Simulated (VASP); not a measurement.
A run of VASP 6.6.1:

Contents of INCAR:

```
SYSTEM = TePb
PREC = Accurate ; ENCUT = 520
EDIFF = 1E-7 ; ISMEAR = 0
SIGMA = 0.02 ; LREAL = .FALSE.
LASPH = .TRUE. ; NELM = 80
ALGO = Normal ; ISIF = 2
LWAVE = .FALSE. ; LCHARG = .FALSE.
GGA = PE ; NBANDS = 17
```

File KPOINTS:

```
Automatic mesh
0
G
  6 6 6
  0 0 0
```

POSCAR

```
TePb
1.0
    0.0000000000      3.2847785960      3.2847785960
    3.2847785960      0.0000000000      3.2847785960
    3.2847785960      3.2847785960      0.0000000000
Te Pb
1 1
Direct
    0.0000000000      0.0000000000      0.0000000000
    0.5000000000      0.5000000000      0.5000000000
```

Potentials or basis: VASP PAW PBE potentials, release 64 (Te, Pb_d).

Command:

```bash
$ cat potpaw_PBE.64/Te/POTCAR potpaw_PBE.64/Pb_d/POTCAR > POTCAR
$ mpirun -np 1 vasp_std > vasp.out
```

Hardware: 1 thread of AMD EPYC 7R43 64-Core Processor (Zen 3), on a shared host.

**Question.** Estimate the wall time of this run.

**Answer.** It took 24 s on 1 thread of AMD EPYC 7R43 64-Core Processor (Zen 3), on a shared host, peak memory 0.17 GiB. Counts: scf iterations 14, k points 16.
